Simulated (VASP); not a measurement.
Runs of VASP 6.6.1 on SrErAs3. The structure is that of space group Pm-3m (No. 221), or close to it. The cells are those of the table. The cell was built from a structure type or drawn by symmetry, and may not be a known phase.

| task | cell | k mesh | gap on the mesh (eV) | pressure (GPa) | relaxed volume (Å³/atom) |
| --- | --- | --- | --- | --- | --- |
| single point | a = 5.385 Å, 5 atoms | 8 × 8 × 8 | none | 0.2 | - |
| single point | a = 5.206 Å, 5 atoms | 4 × 4 × 4 | none | 5.0 | - |
| relaxation of cell and atoms | relaxed from a = 5.402 Å, 5 atoms | 8 × 8 × 8 | none | 0.0 | 31.40 |
| single point | a = 5.402 Å, 5 atoms | 4 × 4 × 4 | none | (b) | - |
| relaxation of cell and atoms | relaxed from a = 5.206 Å, 5 atoms | 4 × 4 × 4 | none | 0.0 | (a) |

Alike in all rows: level PBE; potentials or basis VASP PAW PBE potentials, release 64 (Sr_sv, Er_3, As), 4f in core; no spin polarisation; cutoff (eV) 500; smearing gaussian 0.1 eV.

Problem. Estimate the missing entries.

Solution. (a) 31.58; (b) 0.1.

Caveats: spin-orbit coupling is left out, which moves the levels of the heavy elements; the 4f electrons are frozen in the core, so they carry no moment and show no levels; the cell stands under pressure (at least some runs).

A k mesh can miss the band edges, and the runs leave out spin-orbit coupling on As, Er, Sr.

A gap of «none» marks levels without a gap at the run's occupations.
